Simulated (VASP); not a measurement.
# Hg2O in VASP: a series of runs, part 2 of 2

VASP 6.6.1.

**4. Single point, PBE**

This run uses another cell than the first one, of 26.43 Å³/atom, 1.451 times its volume.

File INCAR:

```
PREC = Accurate
ENCUT = 600
EDIFF = 1E-6
ISMEAR = 0
SIGMA = 0.15
LREAL = F
LASPH = T
NELM = 120
ALGO = Normal
ISIF = 2
LWAVE = F
LCHARG = T
GGA = PE
LELF = T
LVHAR = T
NBANDS = 22
GGA_COMPAT = F
```

File KPOINTS:

```
regular mesh
0
Gamma
  3 3 4
```

File POSCAR:

```
Hg2O
1.0
    4.6546757596      0.0000000000      0.0000000000
    0.0000000000      4.6546757596      0.0000000000
    0.0000000000      0.0000000000      3.6599710742
Hg O
2 1
Direct
    0.0000000000      0.5000000000      0.0000000000
    0.5000000000      0.0000000000      0.0000000000
    0.0000000000      0.0000000000      0.0000000000
```

Potentials or basis: VASP PAW PBE potentials, release 64 (Hg, O).

Launch:

```
$ cat potpaw_PBE.64/Hg/POTCAR potpaw_PBE.64/O/POTCAR > POTCAR
$ mpirun -np 1 vasp_std > vasp.out
```

OUTCAR:

```text
PREC = Accurate
   ENCUT = 600
   EDIFF = 1E-6
   ISMEAR = 0
   LREAL = F
   LASPH = T
   NELM = 120
   ISIF = 2
   GGA = PE

 ion  position               nearest neighbor table
   1  0.000  0.500  0.000-   3 2.33   3 2.33   2 3.29   2 3.29   2 3.29   2 3.29
   2  0.500  0.000  0.000-   3 2.33   3 2.33   1 3.29   1 3.29   1 3.29   1 3.29
   3  0.000  0.000  0.000-   1 2.33   2 2.33   1 2.33   2 2.33

  LATTYP: Found a simple tetragonal cell.
 ALAT       =     4.6546757596
 C/A-ratio  =     0.7862998978

  Lattice vectors:

 A1 = (   4.6546757596,   0.0000000000,   0.0000000000)
 A2 = (   0.0000000000,   4.6546757596,   0.0000000000)
 A3 = (   0.0000000000,   0.0000000000,   3.6599710742)

Analysis of symmetry for initial positions (statically):
=====================================================================
 Subroutine PRICEL returns:
 Original cell was already a primitive cell.

 Routine SETGRP: Setting up the symmetry group for a
 simple tetragonal supercell.

 Subroutine GETGRP returns: Found 16 space group operations
 (whereof 16 operations were pure point group operations)
 out of a pool of 16 trial point group operations.

The static configuration has the point symmetry D_4h.

Analysis of symmetry for dynamics (positions and initial velocities):
=====================================================================
 Subroutine PRICEL returns:
 Original cell was already a primitive cell.

 Routine SETGRP: Setting up the symmetry group for a
 simple tetragonal supercell.

 Subroutine GETGRP returns: Found 16 space group operations
 (whereof 16 operations were pure point group operations)
 out of a pool of 16 trial point group operations.

The dynamic configuration has the point symmetry D_4h.

[... 97 lines left out ...]
   EMIN   =  10.00;   EMAX   =-10.00  energy-range for DOS
   EFERMI =   0.00;   METHOD = LEGACY
   ISMEAR =     0;   SIGMA  =   0.15  broadening in eV -4-tet -1-fermi 0-gaus
   EFERMI_NEDOS =   21; number of points for ismear=-14 and -15
   IALGO  =     38    algorithm
   IMIX   =      4    mixing-type and parameters
     AMIX     =   0.40;   BMIX     =  1.00
     AMIX_MAG =   1.60;   BMIX_MAG =  1.00
  volume/ion in A,a.u.               =      26.43       178.37
  Fermi-wavevector in a.u.,A,eV,Ry     =   1.184031  2.237494 19.074408  1.401929
  Thomas-Fermi vector in A             =   2.320253
   LORBIT       =      0    0 simple, 1 ext, 2 COOP (PROOUT), +10 PAW based schemes
   GGA     = PE    functional components
   LHFCALC =     F    Hartree Fock is set to
   AEXX    =    0.0000 exact exchange contribution
   IVDW    =     0    specifies the selected vdW correction
   LEPSILON=     F    determine dielectric tensor
   LRPA    =     F    only Hartree local field effects (RPA)
 non-spin polarized calculation
 Gauss-broadening in eV      SIGMA  =   0.15
  energy-cutoff  :      600.00
  volume of cell :       79.30
 maximum number of plane-waves:      2702
 NGX is ok and might be reduce to    40
   NGX = 19   NGY = 19   NGZ = 15

 number of electron      29.9999996 magnetization

 Free energy of the ion-electron system (eV)
  ---------------------------------------------------
  ext. energy  EPLUGINS =         0.00000000
  ---------------------------------------------------
  free energy    TOTEN  =        -4.67710065 eV

  energy without entropy =       -4.66845914  energy(sigma->0) =       -4.67277990

 E-fermi :   0.9546     XC(G=0):  -8.7781

 val. band max:        0.6134204935   @ k =   0.0000   0.0000   0.2500
 cond. band min:       1.0330833116   @ k =   0.3333   0.0000   0.0000
 fundamental gap:      0.4196628181
 Fermi energy:         0.9545854104

 k-point     1 :       0.0000    0.0000    0.0000
  band No.  band energies     occupation
      1     -17.4025      2.00000
      2      -6.6037      2.00000
      3      -6.4786      2.00000
      4      -6.0116      2.00000
      5      -5.9262      2.00000
      6      -5.8574      2.00000
[... 214 lines left out ...]
     21       8.4258      0.00000
     22       9.8666      0.00000

------------------------ aborting loop because EDIFF is reached ----------------------------------------

  FORCE on cell =-STRESS in cart. coord.  units (eV):
  Direction    XX          YY          ZZ          XY          YZ          ZX
  --------------------------------------------------------------------------------------
  -------------------------------------------------------------------------------------
  Total        0.1564055      0.1564055     -0.1429455      0.0000000      0.0000000      0.0000000
  in kB        3.1601379      3.1601379     -2.8881810      0.0000000      0.0000000      0.0000000
  external PRESSURE =       1.1440316 kB  Pullay stress =       0.0000000 kB

 VOLUME and BASIS-vectors are now :
 -----------------------------------------------------------------------------
  energy-cutoff  :      600.00
  volume of cell :       79.30
      direct lattice vectors                 reciprocal lattice vectors
     4.654675760  0.000000000  0.000000000     0.214837736  0.000000000  0.000000000
     0.000000000  4.654675760  0.000000000     0.000000000  0.214837736  0.000000000
     0.000000000  0.000000000  3.659971074     0.000000000  0.000000000  0.273226203

 POSITION                                       TOTAL-FORCE (eV/Angst)
 -----------------------------------------------------------------------------------
      0.00000      2.32734      0.00000         0.000000      0.000000      0.000000
      2.32734      0.00000      0.00000         0.000000      0.000000      0.000000
      0.00000      0.00000      0.00000         0.000000      0.000000      0.000000
 -----------------------------------------------------------------------------------
    total drift:                                0.000000     -0.000000     -0.000000

  FREE ENERGIE OF THE ION-ELECTRON SYSTEM (eV)
  ---------------------------------------------------
  free  energy   TOTEN  =        -4.6771006510 eV

  energy  without entropy=       -4.6684591414  energy(sigma->0) =       -4.67277990
```

OSZICAR:

```text
N       E                     dE             d eps       ncg     rms          rms(c)
DAV:   1     0.227792804450E+03    0.22779E+03   -0.15566E+04   396   0.141E+03
DAV:   2     0.379188978790E+01   -0.22400E+03   -0.20830E+03   426   0.326E+02
DAV:   3    -0.700416420595E+01   -0.10796E+02   -0.10600E+02   462   0.720E+01
DAV:   4    -0.708247302559E+01   -0.78309E-01   -0.78280E-01   414   0.595E+00
DAV:   5    -0.708278071364E+01   -0.30769E-03   -0.30768E-03   468   0.345E-01    0.112E+01
DAV:   6    -0.533585183053E+01    0.17469E+01   -0.13271E+01   536   0.332E+01    0.899E+00
DAV:   7    -0.474721800254E+01    0.58863E+00   -0.29578E+00   426   0.108E+01    0.469E+00
DAV:   8    -0.467663833117E+01    0.70580E-01   -0.46700E-01   420   0.446E+00    0.654E-01
DAV:   9    -0.467692412284E+01   -0.28579E-03   -0.11817E-02   432   0.819E-01    0.401E-01
DAV:  10    -0.467703198682E+01   -0.10786E-03   -0.23310E-03   432   0.361E-01    0.982E-02
DAV:  11    -0.467708887344E+01   -0.56887E-04   -0.23148E-04   444   0.125E-01    0.202E-02
DAV:  12    -0.467709675480E+01   -0.78814E-05   -0.32558E-05   426   0.353E-02    0.929E-03
DAV:  13    -0.467710019636E+01   -0.34416E-05   -0.75711E-06   438   0.164E-02    0.384E-03
DAV:  14    -0.467710065103E+01   -0.45467E-06   -0.11535E-06   322   0.654E-03
   1 F= -.46771007E+01 E0= -.46727799E+01  d E =-.864151E-02
```

Wall time 11 s (1 thread of Intel Xeon 6975P-C (Granite Rapids), shared host); peak memory 0.21 GiB.

What came out:

| Quantity | Value |
| --- | --- |
| Free energy | -4.6771 eV |
| Pressure | 0.1 GPa |
| Band gap on the k mesh | zero (band 15 reaches 1.21 eV, above the bottom of band 16 at 0.09 eV) |

Stress tensor (GPa, compression positive):
```
 0.32  0.00  0.00
 0.00  0.32  0.00
 0.00  0.00 -0.29
```

Levels at points of the mesh, in eV from the Fermi level:
```tsv
k point	band 13	band 14	band 15	band 16	band 17	band 18
(0.00, 0.00, 0.00)	-4.44	-4.44	-2.49	-0.86	3.58	3.58
(0.00, 0.00, 0.50)	-4.27	-3.63	-3.06	0.64	0.75	4.11
```

Caveat: the k points lie up to 0.45 Å⁻¹ apart; spin-orbit coupling is left out, which moves the levels of the heavy elements.

**5. Overview**

| cell | k mesh | gap on the mesh (eV) | pressure (GPa) |
| --- | --- | --- | --- |
| a = 3.164, b = 5.654, c = 3.054 Å, 3 atoms | 5 × 3 × 3 | none | 0.7 |
| a = 3.121, b = 3.121, c = 5.646 Å, 3 atoms | 5 × 5 × 3 | none | 0.5 |
| a = 4.655, b = 4.655, c = 3.660 Å, 3 atoms | 3 × 3 × 4 | none | 0.1 |

Alike in all rows: task single point; level PBE; potentials or basis VASP PAW PBE potentials, release 64 (Hg, O); no spin polarisation; cutoff (eV) 600; smearing gaussian 0.15 eV.

Caveats: all runs use coarse meshes; spin-orbit coupling is left out, which moves the levels of the heavy elements.

Absolute energies hang on the potentials; compare differences alone.
